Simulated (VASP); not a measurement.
Pb:

```
CELL_PARAMETERS angstrom
3.52437 0.00000 0.00000
-1.76218 3.05219 0.00000
0.00000 0.00000 11.49524
ATOMIC_POSITIONS crystal
Pb 0.66667 0.33333 0.75000
Pb 0.00000 0.00000 0.50000
Pb 0.33333 0.66667 0.25000
Pb 0.00000 0.00000 0.00000
```

```yaml
Program: VASP 6.6.1
Task: relaxation of cell and atoms
Functional: PBEsol
Potentials_or_basis: VASP PAW PBE potentials, release 64 (Pb_d)
Cutoff: 600 eV
k_mesh: 9 × 9 × 3
Occupations: fermi-dirac, width 0.05 eV
Spin: no spin polarisation
```

At the start: pressure -1.5 GPa; volume 30.91 Å³/atom.

**Question.** How do energy, volume and symmetry change on relaxing?

**Answer.** Over 6 steps the energy falls by 5.3 meV/atom and the volume is 29.88 Å³/atom (-3.4 %); space group P6_3/mmc (No. 194, to 0.05 Å).

The path:
```tsv
step	energy change (eV)	largest force (eV/Å)	pressure (GPa)	volume (Å³)
1	0.0000	0.0000	-1.54	123.65
2	-0.0193	0.0000	0.59	118.40
3	-0.0209	0.0000	-0.03	119.57
4	-0.0209	0.0000	0.03	119.48
5	-0.0211	0.0000	0.01	119.50
6	-0.0211	0.0000	0.01	119.51
```

Final structure:
```
Pb
1.0
     3.47653    0.00000    0.00000
    -1.73827    3.01077    0.00000
     0.00000    0.00000   11.41795
Pb
4
Direct
  0.66667 0.33333 0.75000
  0.00000 0.00000 0.50000
  0.33333 0.66667 0.25000
  0.00000 0.00000 0.00000
```

Caveat: the PAW data sets were made with another functional, which shifts forces and pressure a little.
